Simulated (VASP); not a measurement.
Write the native input for VASP 6.6.1 that does the following.

```yaml
Task: relaxation of cell and atoms
Functional: PBEsol
Potentials_or_basis: VASP PAW PBE potentials, release 64 (Te, Sn_d)
Cutoff: 600 eV
k_mesh: 6 × 6 × 6
Occupations: fermi-dirac, width 0.05 eV
Spin: no spin polarisation
Target_pressure: 20 GPa
Dipole_correction: no
Further_INCAR_settings: ALGO = Normal; EDIFF = 1e-07; IBRION = 2; EDIFFG = -0.005; NSW = 80; ISIF = 3
```

The structure of SnTe3 lies in POSCAR:

```
SnTe3
1.0
    0.0000000000      3.8612190000      3.8612190000
    3.8612190000      0.0000000000      3.8612190000
    3.8612190000      3.8612190000      0.0000000000
Te Sn
3 1
Direct
    0.5000000000      0.5000000000      0.5000000000
    0.7500000000      0.7500000000      0.7500000000
    0.2500000000      0.2500000000      0.2500000000
    0.0000000000      0.0000000000      0.0000000000
```

These files were run (other wordings do the same):

INCAR

```
ALGO = Normal
EDIFF = 1E-7
EDIFFG = -0.005
ENCUT = 600
GGA = PS
IBRION = 2
ISIF = 3
ISMEAR = -1
LASPH = True
LCHARG = False
LREAL = False
LWAVE = False
NELM = 80
NSW = 80
PREC = Accurate
PSTRESS = 200.0
SIGMA = 0.05
```

KPOINTS

```
k-points
0
Gamma
  6 6 6
```

Potentials or basis: VASP PAW PBE potentials, release 64 (Te, Sn_d).

The run is started by

```sh
$ cat potpaw_PBE.64/Te/POTCAR potpaw_PBE.64/Sn_d/POTCAR > POTCAR
$ mpirun -np 1 vasp_std > vasp.out
```

It gave:

| Property | Result |
| --- | --- |
| Relaxed volume | 22.06 Å³/atom |
| Relaxed cell | a = 4.997 Å, b = 4.997 Å, c = 4.997 Å, α = 60.00°, β = 60.00°, γ = 60.00° |
| Space group after relaxing (to 0.05 Å) | Fm-3m (No. 225) |
| Energy change on relaxing (the enthalpy is what falls) | +244.7 meV/atom |
| Ionic steps | 5 |
| Pressure after relaxing | 20.0 GPa |
| Band gap on the k mesh | zero (band 16 reaches 11.94 eV, above the bottom of band 17 at 8.81 eV) |

Caveat: the cell is relaxed towards a set pressure, so the enthalpy falls and the energy may rise; the volume moved by over 15 % at a fixed basis, so the end points are rough; the PAW data sets were made with another functional, which shifts forces and pressure a little; spin-orbit coupling is left out, which moves the levels of the heavy elements.

It took 3.3 min on 1 thread of Intel(R) Xeon(R) Platinum 8488C (Sapphire Rapids) (shared host), peak memory 0.37 GiB.
